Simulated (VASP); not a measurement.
Wanted: the native input for a VASP 6.6.1 run.

| Quantity | Value |
| --- | --- |
| Task | single point |
| Functional | HSE06 |
| Potentials or basis | VASP PAW PBE potentials, release 64 (Hf_pv, O) |
| Cutoff | 520 eV |
| k mesh | 6 × 6 × 6 |
| Occupations | gaussian, width 0.01 eV |
| Spin | no spin polarisation |
| Dipole correction | no |
| Grid for exact exchange (PRECFOCK) | Normal |
| Further INCAR settings | ALGO = Normal; EDIFF = 1e-07; NBANDS = 18 |
| Share of exact exchange | 0.25 |
| Screening parameter | 0.2079 1/Å |

The system is HfO2.

```
CELL_PARAMETERS angstrom
0.00000 2.42245 2.52918
2.42245 0.00000 2.52918
2.42245 2.42245 0.00000
ATOMIC_POSITIONS crystal
Hf 0.00000 0.00000 0.00000
O 0.25000 0.25000 0.25000
O 0.75000 0.75000 0.75000
```

This cell differs from its parent crystal: biaxial xy strain -4.2%.

These files were run (other wordings do the same):

POSCAR

```
HfO2
1.0
    0.0000000000      2.4224508255      2.5291823194
    2.4224508255      0.0000000000      2.5291823194
    2.4224508255      2.4224508255      0.0000000000
Hf O
1 2
Direct
    0.0000000000      0.0000000000      0.0000000000
    0.2500000000      0.2500000000      0.2500000000
    0.7500000000      0.7500000000      0.7500000000
```

INCAR.step1

```
ALGO = Normal ; EDIFF = 1E-5
ENCUT = 520 ; GGA = PE
ISIF = 2 ; ISMEAR = 0
LASPH = T ; LCHARG = F
LREAL = F ; LWAVE = T
NBANDS = 18 ; NELM = 60
PREC = Accurate ; SIGMA = 0.01
```

INCAR.step2

```
ALGO = Normal ; EDIFF = 1E-7
ENCUT = 520 ; GGA = PE
HFSCREEN = 0.2079 ; ISIF = 2
ISMEAR = 0 ; ISTART = 1
LASPH = T ; LCHARG = F
LHFCALC = T ; LREAL = F
LWAVE = F ; NBANDS = 18
NELM = 60 ; PREC = Accurate
PRECFOCK = Normal ; SIGMA = 0.01
```

KPOINTS

```
k-points
0
Gamma
  6 6 6
```

Potentials or basis: VASP PAW PBE potentials, release 64 (Hf_pv, O).

Command:

```bash
$ cat potpaw_PBE.64/Hf_pv/POTCAR potpaw_PBE.64/O/POTCAR > POTCAR
$ cp INCAR.step1 INCAR
$ mpirun -np 1 vasp_std > vasp.out
$ cp INCAR.step2 INCAR
$ mpirun -np 1 vasp_std > vasp.out
```

It gave:

```
Pressure               : 21.5 GPa
Band gap on the k mesh : 5.13 eV (least direct gap 5.35 eV)
```

Caveat: the cell differs from its parent crystal (biaxial xy strain -4.2%); the stress differs along the axes, from 5 to 30 GPa; the PAW data sets were made with another functional, which shifts forces and pressure a little; spin-orbit coupling is left out, which moves the levels of the heavy elements.

It took 2.1 h on 1 thread of Oxide Virtual Turin-like Processor, with other jobs on the host, peak memory 0.25 GiB.
